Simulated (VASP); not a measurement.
The system is Al3C2.

```
Al C
1.0
     6.80188    0.00000    0.00000
    -3.40094    5.89060    0.00000
     0.00000    0.00000    4.21468
Al C
6 4
Direct
  0.38637 0.08080 0.25000
  0.61363 0.91920 0.75000
  0.91920 0.30557 0.25000
  0.08080 0.69443 0.75000
  0.69443 0.61363 0.25000
  0.30557 0.38637 0.75000
  0.33333 0.66667 0.25000
  0.66667 0.33333 0.75000
  0.00000 0.00000 0.00000
  0.00000 0.00000 0.50000
```

| Item | Value |
| --- | --- |
| Program | VASP 6.6.1 |
| Task | relaxation of cell and atoms |
| Functional | PBE |
| Potentials or basis | VASP PAW PBE potentials, release 64 (Al, C) |
| Cutoff | 600 eV |
| k mesh | 3 × 3 × 4 |
| Occupations | gaussian, width 0.1 eV |
| Spin | no spin polarisation |

At the start: pressure -21.6 GPa; volume 16.89 Å³/atom.

Task: Where does the relaxation end?

Result: Over 42 steps the energy falls by 1080.2 meV/atom and the volume is 12.35 Å³/atom (-26.9 %); space group P6_3/m (No. 176, to 0.05 Å).

Step by step:
```
step  energy change (eV)  largest force (eV/Å)  pressure (GPa)  volume (Å³)
   1              0.0000                0.7402          -21.61       168.87
   3             -6.5413                1.0052            0.69       107.99
   5             -7.1155                0.4751            6.93       104.53
   7             -7.3189                0.4361           -2.21       111.87
   9             -7.7053                0.8267            5.92       110.53
  11             -7.8000                1.1104            7.58       110.27
  13             -7.8686                1.5678           10.27       109.91
  15             -7.8741                1.7703           11.51       109.75
  17             -7.8913                1.8636           11.98       109.76
  19             -7.9034                2.3219           14.25       109.78
  21             -7.9328                2.1374           13.25       109.85
  23             -8.1095                2.0811           12.36       110.53
  25             -8.7138                1.8021            8.97       113.22
  27             -9.7122                0.9922           -1.00       123.88
  29            -10.1045                1.1780           -6.00       131.81
  31            -10.1915                1.2675           -7.36       134.69
  33            -10.6372                0.5969           -1.36       129.12
  35            -10.6988                0.3967           -1.04       128.07
  37            -10.7657                0.3037           -0.57       125.74
  39            -10.7915                0.1266            0.77       123.20
  41            -10.8009                0.0873           -0.30       123.78
  42            -10.8023                0.0085            0.10       123.50
```

Final structure:
```
CELL_PARAMETERS angstrom
5.17259 0.00000 0.00000
-2.58630 4.47960 0.00000
0.00000 0.00000 5.33009
ATOMIC_POSITIONS crystal
Al 0.32607 0.03977 0.25000
Al 0.67393 0.96023 0.75000
Al 0.96023 0.28630 0.25000
Al 0.03977 0.71370 0.75000
Al 0.71370 0.67393 0.25000
Al 0.28630 0.32607 0.75000
C 0.33333 0.66667 0.25000
C 0.66667 0.33333 0.75000
C 0.00000 0.00000 0.00000
C 0.00000 0.00000 0.50000
```

Caveat: the k points lie up to 0.47 Å⁻¹ apart in the final cell; the volume moved by over 15 % at a fixed basis, so the end points are rough.
